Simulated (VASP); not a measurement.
# P (P6_3/mmc) in VASP: a series of runs

The runs below take P through single point, relaxation of cell and atoms, with r2SCAN.

Program: VASP 6.6.1. These are calculated values, not measurements. Logs are shortened: lines on timing, memory, paths and dates and some standing lists are left out, and cuts for length are marked.

## 1. The cell of the first run

It takes space group P6_3/mmc (No. 194, hexagonal). Conventional cell: a = 3.285 Å, b = 3.285 Å, c = 3.212 Å, α = 90.00°, β = 90.00°, γ = 120.00°. P (site symmetry -6m2) has 14 P at 2.49 to 3.28 Å within 3.3 Å.

## 2. Single point, r2SCAN

POSCAR reads:

```
P
1.0
    3.2849270078      0.0000000000      0.0000000000
   -1.6424635039      2.8448302383      0.0000000000
    0.0000000000      0.0000000000      3.2119763366
P
2
Direct
    0.3333333333      0.6666666667      0.2500000000
    0.6666666667      0.3333333333      0.7500000000
```

INCAR.step1 reads:

```
SYSTEM = P
PREC = Accurate
ENCUT = 520
ISMEAR = -1
SIGMA = 0.1
LREAL = .FALSE.
LASPH = .TRUE.
NELM = 60
NBANDS = 12
GGA = PE
ALGO = Normal
EDIFF = 1E-4
LWAVE = .TRUE.
LCHARG = .FALSE.
```

INCAR.step2 reads:

```
SYSTEM = P
PREC = Accurate
ENCUT = 520
EDIFF = 1E-6
ISMEAR = -1
SIGMA = 0.1
LREAL = .FALSE.
LASPH = .TRUE.
NELM = 60
ALGO = Normal
ISIF = 2
LWAVE = .FALSE.
LCHARG = .TRUE.
METAGGA = R2SCAN
LMIXTAU = .TRUE.
LELF = .TRUE.
LVHAR = .TRUE.
NBANDS = 12
ISTART = 1
```

KPOINTS reads:

```
Automatic mesh
0
G
  13 13 7
  0 0 0
```

Potentials or basis: VASP PAW PBE potentials, release 64 (P).

Command:

```console
cat potpaw_PBE.64/P/POTCAR > POTCAR
cp INCAR.step1 INCAR
mpirun -np 1 vasp_std > vasp.out
cp INCAR.step2 INCAR
mpirun -np 1 vasp_std > vasp.out
```

OUTCAR:

```text
SYSTEM = P
   PREC = Accurate
   ENCUT = 520
   EDIFF = 1E-6
   ISMEAR = -1
   LREAL = .FALSE.
   LASPH = .TRUE.
   NELM = 60
   ISIF = 2
   METAGGA = R2SCAN
   ISTART = 1

 ion  position               nearest neighbor table
   1  0.333  0.667  0.250-   2 2.49   2 2.49   2 2.49   2 2.49   2 2.49   2 2.49
   2  0.667  0.333  0.750-   1 2.49   1 2.49   1 2.49   1 2.49   1 2.49   1 2.49

  LATTYP: Found a hexagonal cell.
 ALAT       =     3.2849270078
 C/A-ratio  =     0.9777923007

  Lattice vectors:

 A1 = (   3.2849270078,   0.0000000000,   0.0000000000)
 A2 = (  -1.6424635039,   2.8448302383,   0.0000000000)
 A3 = (   0.0000000000,   0.0000000000,   3.2119763366)

Analysis of symmetry for initial positions (statically):
=====================================================================
 Subroutine PRICEL returns:
 Original cell was already a primitive cell.

 Routine SETGRP: Setting up the symmetry group for a
 hexagonal supercell.

 Subroutine GETGRP returns: Found 24 space group operations
 (whereof 12 operations were pure point group operations)
 out of a pool of 24 trial point group operations.

The static configuration has the point symmetry D_3d.
 The point group associated with its full space group is D_6h.

Analysis of symmetry for dynamics (positions and initial velocities):
=====================================================================
 Subroutine PRICEL returns:
 Original cell was already a primitive cell.

 Routine SETGRP: Setting up the symmetry group for a
 hexagonal supercell.

 Subroutine GETGRP returns: Found 24 space group operations
 (whereof 12 operations were pure point group operations)
 out of a pool of 24 trial point group operations.

The dynamic configuration has the point symmetry D_3d.
 The point group associated with its full space group is D_6h.

 Subroutine INISYM returns: Found 24 space group operations
 (whereof 12 operations are pure point group operations),
 and found     1 'primitive' translations

----------------------------------------------------------------------------------------

                                     Primitive cell

  volume of cell :      30.0161

  direct lattice vectors                    reciprocal lattice vectors
     3.284927008  0.000000000  0.000000000     0.304420767  0.175757412  0.000000000
    -1.642463504  2.844830238  0.000000000     0.000000000  0.351514824  0.000000000
     0.000000000  0.000000000  3.211976337     0.000000000  0.000000000  0.311334797

  length of vectors
     3.284927008  3.284927008  3.211976337     0.351514824  0.351514824  0.311334797

  position of ions in fractional coordinates (direct lattice)
     0.333333333  0.666666667  0.250000000
     0.666666667  0.333333333  0.750000000

  ion indices of the primitive-cell ions
   primitive index   ion index
                 1           1
                 2           2

----------------------------------------------------------------------------------------

 KPOINTS: Automatic mesh

Automatic generation of k-mesh.
 Grid dimensions read from file:
 generate k-points for:   13   13    7

 Generating k-lattice:

  Cartesian coordinates                     Fractional coordinates (reciprocal lattice)
     0.023416982  0.013519801  0.000000000     0.076923077  0.000000000  0.000000000
     0.000000000  0.027039602  0.000000000     0.000000000  0.076923077  0.000000000
     0.000000000  0.000000000  0.044476400     0.000000000  0.000000000  0.142857143

  Length of vectors
     0.027039602  0.027039602  0.044476400

  Shift w.r.t. Gamma in fractional coordinates (k-lattice)
     0.000000000  0.000000000  0.000000000

 Subroutine IBZKPT returns following result:
 ===========================================

 Found     84 irreducible k-points:

 Following reciprocal coordinates:
            Coordinates               Weight
  0.000000  0.000000  0.000000      1.000000
  0.076923  0.000000  0.000000      6.000000
  0.153846  0.000000  0.000000      6.000000
  0.230769 -0.000000  0.000000      6.000000
  0.307692  0.000000  0.000000      6.000000
  0.384615 -0.000000  0.000000      6.000000
[... 16 lines left out ...]
  0.076923  0.000000  0.142857     12.000000
  0.153846  0.000000  0.142857     12.000000
 [... further k-points ...]
   k-points           NKPTS =     84   k-points in BZ     NKDIM =     84   number of bands    NBANDS=     12
   number of dos      NEDOS =    301   number of ions     NIONS =      2
   total plane-waves  NPLWV =  13824
   dimension x,y,z NGX =    24 NGY =   24 NGZ =   24
   dimension x,y,z NGXF=    48 NGYF=   48 NGZF=   48
   ions per type =               2
   NGX,Y,Z   is equivalent  to a cutoff of  12.15, 12.15, 12.42 a.u.
   NGXF,Y,Z  is equivalent  to a cutoff of  24.29, 24.29, 24.84 a.u.
 SYSTEM =  P
   PREC   = accura    normal or accurate (medium, high low for compatibility)
   ISTART =      1    job   : 0-new  1-cont  2-samecut
   ICHARG =      0    charge: 1-file 2-atom 10-const
   ISPIN  =      1    spin polarized calculation?
   LNONCOLLINEAR =      F non collinear calculations
   LSORBIT =      F    spin-orbit coupling
   LASPH  =      T    aspherical Exc in radial PAW
   ENCUT  =  520.0 eV  38.22 Ry    6.18 a.u.   6.11  6.11  5.97*2*pi/ulx,y,z
   NELM   =     60;   NELMIN=  2; NELMDL=  0     # of ELM steps
   EDIFF  = 0.1E-05   stopping-criterion for ELM
   LREAL  =      F    real-space projection
   EDIFFG = 0.1E-04   stopping-criterion for IOM
   NSW    =      0    number of steps for IOM
   IBRION =     -1    ionic relax: 0-MD 1-quasi-New 2-CG
   NFREE  =      0    steps in history (QN), initial steepest desc. (CG)
   ISIF   =      2    stress and relaxation
   ISYM   =      2    0-nonsym 1-usesym 2-fastsym
   POTIM  = 0.5000    time-step for ionic-motion
   TEBEG  =    0.0;   TEEND  =   0.0 temperature during run
   PSTRESS=    0.0 pullay stress
   NELECT =      10.0000    total number of electrons
   NUPDOWN=      -1.0000    fix difference up-down
   EMIN   =  10.00;   EMAX   =-10.00  energy-range for DOS
   EFERMI =   0.00;   METHOD = LEGACY
   ISMEAR =    -1;   SIGMA  =   0.10  broadening in eV -4-tet -1-fermi 0-gaus
   EFERMI_NEDOS =   21; number of points for ismear=-14 and -15
   IALGO  =     38    algorithm
   IMIX   =      4    mixing-type and parameters
     AMIX     =   0.40;   BMIX     =  1.00
     AMIX_MAG =   1.60;   BMIX_MAG =  1.00
  volume/ion in A,a.u.               =      15.01       101.28
  Fermi-wavevector in a.u.,A,eV,Ry     =   1.134898  2.144646 17.524204  1.287993
  Thomas-Fermi vector in A             =   2.271602
   LORBIT       =      0    0 simple, 1 ext, 2 COOP (PROOUT), +10 PAW based schemes
   METAGGA = R2SCAN    functional components
   LHFCALC =     F    Hartree Fock is set to
   AEXX    =    0.0000 exact exchange contribution
   IVDW    =     0    specifies the selected vdW correction
   LEPSILON=     F    determine dielectric tensor
   LRPA    =     F    only Hartree local field effects (RPA)
 non-spin polarized calculation
  energy-cutoff  :      520.00
  volume of cell :       30.02
 maximum number of plane-waves:       826
   NGX = 13   NGY = 13   NGZ = 11

 number of electron       9.9999997 magnetization

 Free energy of the ion-electron system (eV)
  ---------------------------------------------------
  ext. energy  EPLUGINS =         0.00000000
  ---------------------------------------------------
  free energy    TOTEN  =       -16.92942453 eV

  energy without entropy =      -16.90448483  energy(sigma->0) =      -16.91695468

 E-fermi :   9.3360     XC(G=0): -11.7514

 val. band max:        9.3228673941   @ k =   0.0769   0.0000   0.4286
 cond. band min:       9.4010810983   @ k =   0.2308  -0.0000   0.1429
 fundamental gap:      0.0782137043
 Fermi energy:         9.3360136078

 k-point     1 :       0.0000    0.0000    0.0000
  band No.  band energies     occupation
      1      -7.8886      2.00000
      2       5.0326      2.00000
      3       5.9842      2.00000
      4       7.3086      2.00000
      5       7.3086      2.00000
      6      11.6156      0.00000
      7      11.6156      0.00000
      8      12.4828      0.00000
      9      17.9650      0.00000
     10      18.8314      0.00000
     11      21.4386      0.00000
     12      21.4386      0.00000

 k-point     2 :       0.0769    0.0000    0.0000
  band No.  band energies     occupation
      1      -7.7873      2.00000
      2       5.1240      2.00000
      3       5.2979      2.00000
      4       7.0608      2.00000
      5       7.4157      2.00000
      6      11.4759      0.00000
      7      12.0027      0.00000
      8      13.0532      0.00000
      9      17.2597      0.00000
     10      19.1295      0.00000
     11      21.2218      0.00000
     12      21.9577      0.00000

 k-point     3 :       0.1538    0.0000    0.0000
  band No.  band energies     occupation
      1      -7.4851      2.00000
      2       3.8312      2.00000
      3       5.3961      2.00000
      4       6.5169      2.00000
      5       7.6055      2.00000
      6      11.0579      0.00000
      7      12.9403      0.00000
      8      14.4758      0.00000
      9      15.8568      0.00000
     10      19.0657      0.00000
     11      20.7182      0.00000
     12      21.6309      0.00000
[... 286 lines left out ...]
 k-point    23 :       0.0769    0.0000    0.1429
  band No.  band energies     occupation
      1      -7.4942      2.00000
      2       2.3023      2.00000
      3       6.3779      2.00000
      4       7.3211      2.00000
      5       9.1505      1.72956
      6      11.6480      0.00000
      7      12.0877      0.00000
      8      13.9871      0.00000
      9      16.0800      0.00000
     10      18.3728      0.00000
     11      18.9917      0.00000
     12      20.0302      0.00000

 k-point    24 :       0.1538    0.0000    0.1429
  band No.  band energies     occupation
      1      -7.1927      2.00000
      2       2.4137      2.00000
      3       4.7968      2.00000
      4       6.7822      2.00000
      5       9.5591      0.19405
      6      11.4884      0.00000
      7      12.8809      0.00000
      8      14.3142      0.00000
      9      15.2951      0.00000
     10      18.1464      0.00000
     11      19.2488      0.00000
     12      21.5054      0.00000

 [... further k-points ...]
[... 5 lines left out ...]
  --------------------------------------------------------------------------------------
  -------------------------------------------------------------------------------------
  Total       -0.0398408     -0.0398408     -0.0905585      0.0000000     -0.0000000      0.0000000
  in kB       -2.1265939     -2.1265939     -4.8337625      0.0000000     -0.0000000      0.0000000
  external PRESSURE =      -3.0289834 kB  Pullay stress =       0.0000000 kB

 VOLUME and BASIS-vectors are now :
 -----------------------------------------------------------------------------
  energy-cutoff  :      520.00
  volume of cell :       30.02
      direct lattice vectors                 reciprocal lattice vectors
     3.284927008  0.000000000  0.000000000     0.304420767  0.175757412  0.000000000
    -1.642463504  2.844830238  0.000000000     0.000000000  0.351514824  0.000000000
     0.000000000  0.000000000  3.211976337     0.000000000  0.000000000  0.311334797

 POSITION                                       TOTAL-FORCE (eV/Angst)
 -----------------------------------------------------------------------------------
     -0.00000      1.89655      0.80299        -0.000000      0.000000      0.000000
      1.64246      0.94828      2.40898         0.000000      0.000000      0.000000
 -----------------------------------------------------------------------------------
    total drift:                                0.000000     -0.000000      0.000000

  FREE ENERGIE OF THE ION-ELECTRON SYSTEM (eV)
  ---------------------------------------------------
  free  energy   TOTEN  =       -16.9294245284 eV

  energy  without entropy=      -16.9044848336  energy(sigma->0) =      -16.91695468
```

It took 36 s on 1 thread of AMD EPYC 9R45 (Zen 5), shared host; peak memory 0.11 GiB.

Results:

| Item | Value |
| --- | --- |
| Free energy | -16.9294 eV |
| Pressure | -0.3 GPa |
| Band gap on the k mesh | zero (band 5 reaches 10.95 eV, above the bottom of band 6 at 6.25 eV) |

Levels at points of the mesh, in eV from the Fermi level:
```
           k point  band 3  band 4  band 5  band 6  band 7  band 8
(0.00, 0.00, 0.00)   -3.35   -2.03   -2.03    2.28    2.28    3.15
```

Caveat: the PAW data sets were made with another functional, which shifts forces and pressure a little.

## 3. Relaxation of cell and atoms, r2SCAN

This run uses another cell than the first one, of 15.22 Å³/atom, 1.014 times its volume.

POSCAR reads:

```
P
1.0
    2.7818573800      0.0000000000      0.0000000000
   -1.3909286900      2.4091591608      0.0000000000
    0.0000000000      0.0000000000      4.5427731016
P
2
Direct
    0.3333333333      0.6666666667      0.2500000000
    0.6666666667      0.3333333333      0.7500000000
```

INCAR.step1 reads:

```
ALGO = Normal
EDIFF = 1E-4
ENCUT = 600
GGA = PE
ISMEAR = -1
LASPH = T
LCHARG = F
LREAL = F
LWAVE = T
NELM = 100
PREC = Accurate
SIGMA = 0.1
```

INCAR.step2 reads:

```
ALGO = Normal
EDIFF = 1E-7
EDIFFG = -0.01
ENCUT = 600
IBRION = 2
ISIF = 3
ISMEAR = -1
ISTART = 1
LASPH = T
LCHARG = F
LMIXTAU = T
LREAL = F
LWAVE = F
METAGGA = R2SCAN
NELM = 100
NSW = 80
PREC = Accurate
SIGMA = 0.1
```

KPOINTS reads:

```
k-points
0
Gamma
  13 13 7
```

Potentials or basis: VASP PAW PBE potentials, release 64 (P).

Command:

```console
cat potpaw_PBE.64/P/POTCAR > POTCAR
cp INCAR.step1 INCAR
mpirun -np 1 vasp_std > vasp.out
cp INCAR.step2 INCAR
mpirun -np 1 vasp_std > vasp.out
```

Wall time 16 min (1 thread of AMD EPYC 9R45 (Zen 5), shared host); peak memory 0.13 GiB.

Results (log left out):

```
Free energy                            : -16.9286 eV
Relaxed volume                         : 14.97 Å³/atom
Relaxed cell                           : a = 3.283 Å, b = 3.283 Å, c = 3.209 Å, α = 90.00°, β = 90.00°, γ = 120.00°
Space group after relaxing (to 0.05 Å) : P6_3/mmc (No. 194)
Energy gained by relaxing              : 554.9 meV/atom
Ionic steps                            : 25
Pressure after relaxing                : -0.1 GPa
Band gap on the k mesh                 : zero (band 5 reaches 11.00 eV, above the bottom of band 6 at 6.28 eV)
```

The path:
```csv
step,energy change (eV),largest force (eV/Å),pressure (GPa),volume (Å³)
1,0.0000,0.0000,-3.66,30.45
2,-0.0200,0.0000,0.73,28.94
3,-0.0200,0.0000,0.57,28.99
4,-0.0259,0.0000,0.51,29.00
5,-0.0544,0.0000,0.54,29.01
6,-0.1652,0.0000,0.23,28.90
7,-0.7761,0.0000,4.82,28.16
8,0.6761,0.0000,38.02,24.26
9,-0.9678,0.0000,12.96,26.95
10,-1.0278,0.0000,8.71,27.47
11,-1.0332,0.0000,10.14,27.27
12,-1.0342,0.0000,10.09,27.29
13,-1.0351,0.0000,10.00,27.33
14,-1.0366,0.0000,9.88,27.35
15,-1.0409,0.0000,9.53,27.42
16,-1.0492,0.0000,8.85,27.56
17,-1.0640,0.0000,7.53,27.85
18,-1.0870,0.0000,5.10,28.43
19,-1.1086,0.0000,0.90,29.61
20,-1.1093,0.0000,0.10,29.86
21,-1.1093,0.0000,-0.07,29.91
22,-1.1095,0.0000,-0.07,29.92
23,-1.1097,0.0000,-0.09,29.95
24,-1.1097,0.0000,-0.09,29.96
25,-1.1097,0.0000,-0.06,29.95
```

Final structure:
```
P
1.0
     3.28282    0.00000    0.00000
    -1.64141    2.84301    0.00000
     0.00000    0.00000    3.20879
P
2
Direct
  0.33333 0.66667 0.25000
  0.66667 0.33333 0.75000
```

Levels at points of the mesh, in eV from the Fermi level:
| k point | band 3 | band 4 | band 5 | band 6 | band 7 | band 8 |
| --- | --- | --- | --- | --- | --- | --- |
| (0.00, 0.00, 0.00) | -3.33 | -2.04 | -2.04 | 2.28 | 2.28 | 3.13 |

Caveat: the PAW data sets were made with another functional, which shifts forces and pressure a little.
